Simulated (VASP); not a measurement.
A run of VASP 6.6.1:

File INCAR:

```
PREC = Accurate ; ENCUT = 520
EDIFF = 1E-7 ; ISMEAR = 0
SIGMA = 0.1 ; LREAL = F
LASPH = T ; NELM = 80
ALGO = Normal ; ISIF = 2
LWAVE = F ; LCHARG = F
GGA = PE ; NBANDS = 40
```

KPOINTS

```
Automatic mesh
0
Gamma
  4 4 4
```

Contents of POSCAR:

```
Zr2Cl
1.0
    0.0000000000      5.4563567201      5.4563567201
    5.4563567201      0.0000000000      5.4563567201
    5.4563567201      5.4563567201      0.0000000000
Zr Cl
4 2
Direct
    0.1250000000      0.1250000000      0.1250000000
    0.1250000000      0.1250000000      0.6250000000
    0.1250000000      0.6250000000      0.1250000000
    0.6250000000      0.1250000000      0.1250000000
    0.0000000000      0.0000000000      0.0000000000
    0.2500000000      0.2500000000      0.2500000000
```

Potentials or basis: VASP PAW PBE potentials, release 64 (Zr_sv, Cl).

Run with:

```console
$ cat potpaw_PBE.64/Zr_sv/POTCAR potpaw_PBE.64/Cl/POTCAR > POTCAR
$ mpirun -np 1 vasp_std > vasp.out
```

Hardware: 1 thread of Intel(R) Xeon(R) Platinum 8488C (Sapphire Rapids), with other jobs on the host.

How long does it take, and how much memory?

It took 3 min on 1 thread of Intel(R) Xeon(R) Platinum 8488C (Sapphire Rapids), on a shared host, peak memory 0.53 GiB. Counts: scf iterations 18, k points 8.
